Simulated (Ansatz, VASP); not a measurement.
## CdS in VASP and in Ansatz

```
CELL_PARAMETERS angstrom
0.00000 2.87708 2.87708
2.87708 0.00000 2.87708
2.87708 2.87708 0.00000
ATOMIC_POSITIONS crystal
Cd 0.00000 0.00000 0.00000
S 0.75000 0.75000 0.75000
```

Alike in both runs: task single point; functional r2SCAN0; k mesh 4 × 4 × 4; occupations fermi-dirac, width 0.05 eV; no spin polarisation.

```csv
,VASP,Ansatz
version,VASP 6.6.1,Ansatz 0.2.0
potentials or method,"VASP PAW PBE potentials, release 64 (Cd_sv_GW, S)",Ansatz PAW
plane-wave cutoff (eV),520,500
valence electrons in the cell,26,26
```

Ansatz gave:

```
gap on the k mesh at the Fermi level (eV) : 3.22
least direct gap on the mesh (eV)         : 3.22
```

Q: Estimate VASP's values.

A: gap on the k mesh at the Fermi level (eV): 3.26; least direct gap on the mesh (eV): 3.26.

VASP's potentials were made for PBE, not for r2SCAN0. The functional is the same, so the differences come from potentials, cutoffs and numerics.

The k mesh is coarse, so the values compare programs but aren't converged.
